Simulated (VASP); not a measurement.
# LiH in VASP: single point with PBEsol

Aim: the single point of LiH with PBEsol.

Program: VASP 6.6.1. These are calculated values, not measurements. Logs are shortened: lines on timing, memory, paths and dates and some standing lists are left out, and cuts for length are marked.

**1. The cell of the first run**

The typed cell holds 8 atoms: a = 6.470 Å, b = 3.237 Å, c = 4.046 Å, α = 90.00°, β = 90.00°, γ = 120.02°.

**2. Single point, PBEsol**

Input file INCAR:

```
SYSTEM = LiH
ALGO = Normal ; EDIFF = 1E-7
ENCUT = 520 ; GGA = PS
ISIF = 2 ; ISMEAR = -1
LASPH = .TRUE. ; LCHARG = .TRUE.
LELF = .TRUE. ; LREAL = .FALSE.
LVHAR = .TRUE. ; LWAVE = .FALSE.
NBANDS = 18 ; NELM = 100
PREC = Accurate ; SIGMA = 0.05
```

Input file KPOINTS:

```
k-points
0
G
  6 6 4
  0 0 0
```

Input file POSCAR:

```
LiH
1.0
    6.4699465604     -0.0021286544     -0.0000275098
   -1.6184222159      2.8034946648      0.0000007956
    0.0000084684     -0.0000271661      4.0456993808
Li H
4 4
Direct
    0.1729682222      0.6800626811      0.2436402420
    0.3395050980      0.3465693650      0.7436422229
    0.6729655323      0.6799299837      0.2436381394
    0.8395068506      0.3464444860      0.7436356743
    0.3394857577      0.3465603794      0.2436497701
    0.1729889898      0.6800864547      0.7436505344
    0.8394860061      0.3464206210      0.2436433042
    0.6729865633      0.6799434614      0.7436433667
```

Potentials or basis: VASP PAW PBE potentials, release 64 (Li_sv, H).

Command:

```sh
$ cat potpaw_PBE.64/Li_sv/POTCAR potpaw_PBE.64/H/POTCAR > POTCAR
$ mpirun -np 1 vasp_std > vasp.out
```

OUTCAR:

```text
SYSTEM = LiH
   EDIFF = 1E-7
   ENCUT = 520
   GGA = PS
   ISIF = 2
   ISMEAR = -1
   LASPH = .TRUE.
   LREAL = .FALSE.
   NELM = 100
   PREC = Accurate

 ion  position               nearest neighbor table
   1  0.173  0.680  0.244-
   2  0.340  0.347  0.744-
   3  0.673  0.680  0.244-
   4  0.840  0.346  0.744-
   5  0.339  0.347  0.244-
   6  0.173  0.680  0.744-
   7  0.839  0.346  0.244-
   8  0.673  0.680  0.744-

  Warning from LATTYP: Monoclinic adjustment (A1->A3, A2->A1, A3->A2)!
  LATTYP: Found a simple monoclinic cell.
 ALAT       =     3.2371087106
 B/A-ratio  =     1.2497879258
 C/A-ratio  =     1.9986807639
 COS(beta)  =    -0.5002440885

  Lattice vectors:

 A1 = (  -1.6184222159,   2.8034946648,   0.0000007956)
 A2 = (   0.0000084684,  -0.0000271661,   4.0456993808)
 A3 = (   6.4699465604,  -0.0021286544,  -0.0000275098)

Analysis of symmetry for initial positions (statically):
=====================================================================
 Subroutine PRICEL returns:
 Original cell was already a primitive cell.

 Routine SETGRP: Setting up the symmetry group for a
 simple monoclinic supercell.

 Subroutine GETGRP returns: Found  1 space group operations
 (whereof  1 operations were pure point group operations)
 out of a pool of  4 trial point group operations.

The static configuration has the point symmetry C_1 .

Analysis of symmetry for dynamics (positions and initial velocities):
=====================================================================
 Subroutine PRICEL returns:
 Original cell was already a primitive cell.

 Routine SETGRP: Setting up the symmetry group for a
 simple monoclinic supercell.

 Subroutine GETGRP returns: Found  1 space group operations
 (whereof  1 operations were pure point group operations)
 out of a pool of  4 trial point group operations.

The dynamic configuration has the point symmetry C_1 .

 Subroutine INISYM returns: Found  1 space group operations
 (whereof  1 operations are pure point group operations),
 and found     1 'primitive' translations

----------------------------------------------------------------------------------------

                                     Primitive cell
[... 99 lines left out ...]
   LSORBIT =      F    spin-orbit coupling
   LASPH  =      T    aspherical Exc in radial PAW
   ENCUT  =  520.0 eV  38.22 Ry    6.18 a.u.  12.03  6.02  7.52*2*pi/ulx,y,z
   NELM   =    100;   NELMIN=  2; NELMDL= -5     # of ELM steps
   EDIFF  = 0.1E-06   stopping-criterion for ELM
   LREAL  =      F    real-space projection
   EDIFFG = 0.1E-05   stopping-criterion for IOM
   NSW    =      0    number of steps for IOM
   IBRION =     -1    ionic relax: 0-MD 1-quasi-New 2-CG
   NFREE  =      0    steps in history (QN), initial steepest desc. (CG)
   ISIF   =      2    stress and relaxation
   ISYM   =      2    0-nonsym 1-usesym 2-fastsym
   POTIM  = 0.5000    time-step for ionic-motion
   TEBEG  =    0.0;   TEEND  =   0.0 temperature during run
   PSTRESS=    0.0 pullay stress
   NELECT =      16.0000    total number of electrons
   NUPDOWN=      -1.0000    fix difference up-down
   EMIN   =  10.00;   EMAX   =-10.00  energy-range for DOS
   EFERMI =   0.00;   METHOD = LEGACY
   ISMEAR =    -1;   SIGMA  =   0.05  broadening in eV -4-tet -1-fermi 0-gaus
   EFERMI_NEDOS =   21; number of points for ismear=-14 and -15
   IALGO  =     38    algorithm
   IMIX   =      4    mixing-type and parameters
     AMIX     =   0.40;   BMIX     =  1.00
     AMIX_MAG =   1.60;   BMIX_MAG =  1.00
  volume/ion in A,a.u.               =       9.17        61.89
  Fermi-wavevector in a.u.,A,eV,Ry     =   0.985396  1.862129 13.211340  0.971006
  Thomas-Fermi vector in A             =   2.116700
   LORBIT       =      0    0 simple, 1 ext, 2 COOP (PROOUT), +10 PAW based schemes
   GGA     = PS    functional components
   LHFCALC =     F    Hartree Fock is set to
   AEXX    =    0.0000 exact exchange contribution
   IVDW    =     0    specifies the selected vdW correction
   LEPSILON=     F    determine dielectric tensor
   LRPA    =     F    only Hartree local field effects (RPA)
 non-spin polarized calculation
  energy-cutoff  :      520.00
  volume of cell :       73.37
 maximum number of plane-waves:      1998
   NGX = 25   NGY = 13   NGZ = 15

 number of electron      15.9999999 magnetization

 Free energy of the ion-electron system (eV)
  ---------------------------------------------------
  ext. energy  EPLUGINS =         0.00000000
  ---------------------------------------------------
  free energy    TOTEN  =       -24.18118064 eV

  energy without entropy =      -24.18118063  energy(sigma->0) =      -24.18118064

 E-fermi :   0.7397     XC(G=0):  -8.0649

 val. band max:       -0.0216613868   @ k =   0.0000   0.0000   0.0000
 cond. band min:       1.4994261112   @ k =  -0.3333   0.3333   0.0000
 fundamental gap:      1.5210874981
 Fermi energy:         0.7396816089

 k-point     1 :       0.0000    0.0000    0.0000
  band No.  band energies     occupation
      1     -44.0663      2.00000
      2     -44.0360      2.00000
      3     -44.0147      2.00000
      4     -44.0011      2.00000
      5      -5.4355      2.00000
      6      -2.9138      2.00000
[... 481 lines left out ...]
      5      -4.7442      2.00000
      6      -3.8388      2.00000
[... 10 lines left out ...]
     17      12.4559      0.00000
     18      12.9139      0.00000

 [... further k-points ...]
[... 5 lines left out ...]
  --------------------------------------------------------------------------------------
  -------------------------------------------------------------------------------------
  Total       -0.0536008     -0.0536139     -0.0804223     -0.0003446      0.0004658      0.0002140
  in kB       -1.1704977     -1.1707828     -1.7562069     -0.0075262      0.0101729      0.0046725
  external PRESSURE =      -1.3658291 kB  Pullay stress =       0.0000000 kB

 VOLUME and BASIS-vectors are now :
 -----------------------------------------------------------------------------
  energy-cutoff  :      520.00
  volume of cell :       73.37
      direct lattice vectors                 reciprocal lattice vectors
     6.469946560 -0.002128654 -0.000027510     0.154590144  0.089242946  0.000000276
    -1.618422216  2.803494665  0.000000796     0.000117378  0.356765426  0.000002395
     0.000008468 -0.000027166  4.045699381     0.000001051  0.000000537  0.247176052

 POSITION                                       TOTAL-FORCE (eV/Angst)
 -----------------------------------------------------------------------------------
      0.01847      1.90618      0.98569         0.000111      0.000019      0.000002
      1.63569      0.97086      3.00854         0.000143      0.000190     -0.000020
      3.25364      1.90474      0.98567         0.000094      0.000123      0.000001
      4.87088      0.96945      3.00850         0.000075      0.000208      0.000034
      1.63558      0.97085      0.98572         0.000002     -0.000130     -0.000022
      0.01857      1.90623      3.00858        -0.000187     -0.000235     -0.000033
      4.87078      0.96939      0.98568        -0.000029     -0.000049      0.000020
      3.25376      1.90477      3.00854        -0.000210     -0.000126      0.000016
 -----------------------------------------------------------------------------------
    total drift:                                0.000828      0.001036     -0.000437

  FREE ENERGIE OF THE ION-ELECTRON SYSTEM (eV)
  ---------------------------------------------------
  free  energy   TOTEN  =       -24.1811806425 eV

  energy  without entropy=      -24.1811806309  energy(sigma->0) =      -24.18118064
```

stdout:

```text
POSCAR found type information on POSCAR LiH
 POSCAR found :  2 types and       8 ions
 scaLAPACK will be used
 -----------------------------------------------------------------------------
|                                                                             |
|                                                                             |
|     You enforced a specific xc type in the INCAR file but a different       |
|     I HOPE YOU KNOW WHAT YOU ARE DOING!                                     |
|                                                                             |
 -----------------------------------------------------------------------------

 LDA part: xc-table for (Slater+PW92), standard interpolation
 POSCAR, INCAR and KPOINTS ok, starting setup
 FFT: planning ... GRIDC
 FFT: planning ... GRID_SOFT
 FFT: planning ... GRID
 WAVECAR not read
 entering main loop
```

It took 39 s on 1 thread of Intel Xeon 6975P-C (Granite Rapids), shared host; peak memory 0.21 GiB.

Results:

```
Free energy            : -24.1812 eV
Band gap on the k mesh : 1.52 eV
```

Levels at points of the mesh, in eV from the valence-band top:
```
           k point  band 4  band 5  band 6  band 7  band 8  band 9  band 10  band 11  band 12  band 13
(0.00, 0.00, 0.00)  -43.98   -5.41   -2.89   -2.19    0.00    2.81     4.32     6.59     7.13     8.44
(0.50, 0.00, 0.00)  -43.98   -4.67   -4.67   -0.49   -0.49    3.95     3.95     6.21     6.21     8.24
(0.00, 0.50, 0.00)  -43.99   -2.90   -2.90   -2.20   -2.20    4.33     4.33     6.58     6.58     7.14
(0.50, 0.50, 0.00)  -43.99   -3.27   -3.27   -1.38   -1.38    2.59     2.59     6.12     6.12     8.91
(0.00, 0.00, 0.50)  -44.00   -3.89   -3.89   -2.53   -2.53    4.06     4.06     9.34     9.34     9.54
(0.50, 0.00, 0.50)  -44.01   -3.33   -3.33   -3.33   -3.33    6.65     6.65     6.65     6.65    10.43
(0.00, 0.50, 0.50)  -44.00   -2.53   -2.53   -2.53   -2.53    4.06     4.06     4.06     4.06     9.35
(0.50, 0.50, 0.50)  -44.00   -2.53   -2.53   -2.53   -2.53    4.37     4.37     4.37     4.37     7.49
```

Caveat: the cutoff is under 1.25 times the usual one of these potentials, so pressure, stress and relaxed cells hold a basis-set (Pulay) error; the PAW data sets were made with another functional, which shifts forces and pressure a little. A k mesh can miss the band edges.
